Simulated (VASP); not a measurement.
**Te: electric field gradients with PBEsol**

Crystal: Te.

```xyz
2
Lattice="0.0000 3.3096 3.3096 3.3096 0.0000 3.3096 3.3096 3.3096 0.0000" Properties=species:S:1:pos:R:3 pbc="T T T"
Te   -0.8274   -0.8274   -0.8274
Te    0.8274    0.8274    0.8274
```

```json
{
  "Program": "VASP 6.6.1",
  "Task": "electric field gradients",
  "Functional": "PBEsol",
  "Potentials or basis": "VASP PAW PBE potentials, release 64 (Te)",
  "Cutoff": "520 eV",
  "k mesh": "8 × 8 × 8",
  "Occupations": "fermi-dirac, width 0.05 eV",
  "Spin": "no spin polarisation",
  "Dipole correction": "no",
  "Further INCAR settings": "ALGO = Normal; EDIFF = 1e-08; NBANDS = 13"
}
```

```
Pressure               : 8.9 GPa
Band gap on the k mesh : zero (band 6 reaches 5.87 eV, above the bottom of band 7 at 4.60 eV)
```

Levels at points of the mesh, in eV from the Fermi level:
```
           k point  band 3  band 4  band 5  band 6  band 7  band 8  band 9  band 10
(0.00, 0.00, 0.00)   -3.74   -3.74   -3.74   -1.03   -1.03   -1.03    3.29     5.71
(0.50, 0.00, 0.00)   -4.53   -4.53   -4.07    0.14    0.14    2.59    5.11     5.59
(0.50, 0.50, 0.00)   -5.40   -5.40   -2.02   -2.02    2.78    2.78    5.34     5.34
```

Wall time 24 s on 1 thread of Intel Xeon 6975P-C (shared host), peak memory 0.21 GiB.

Caveat: without QUAD_EFG the Cq values of the log hold for a quadrupole moment of 1 mb, not for the nuclei; the PAW data sets were made with another functional, which shifts forces and pressure a little; spin-orbit coupling is left out, which moves the levels of the heavy elements.
